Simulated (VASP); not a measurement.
Pt, 1 atom in the cell. The structure is cubic, space group Fm-3m (No. 225). Conventional cell: a = 3.941 Å, b = 3.941 Å, c = 3.941 Å, α = 90.00°, β = 90.00°, γ = 90.00°. Within 3.7 Å of Pt (site symmetry m-3m) lie 12 Pt at 2.79 Å. 

```yaml
Program: VASP 6.6.1
Task: single point
Functional: r2SCAN
Potentials_or_basis: VASP PAW PBE potentials, release 64 (Pt)
Cutoff: 520 eV
k_mesh: 14 × 14 × 14
Occupations: methfessel-paxton, width 0.6 eV
Spin: no spin polarisation
Dipole_correction: no
Further_INCAR_settings: ALGO = Normal; EDIFF = 1e-07; NBANDS = 11
```

Potentials or basis: VASP PAW PBE potentials, release 64 (Pt).

Command:

```sh
$ cat potpaw_PBE.64/Pt/POTCAR > POTCAR
$ cp INCAR.step1 INCAR
$ mpirun -np 1 vasp_std > vasp.out
$ cp INCAR.step2 INCAR
$ mpirun -np 1 vasp_std > vasp.out
```

Hardware: 1 thread of AMD EPYC 7R43 64-Core Processor (Zen 3) (shared host).

Question: How long does it take, and how much memory?

Answer: Run time: 92 s on 1 thread of AMD EPYC 7R43 64-Core Processor (Zen 3), with other jobs on the host, peak memory 0.12 GiB. Counts: k points 104.
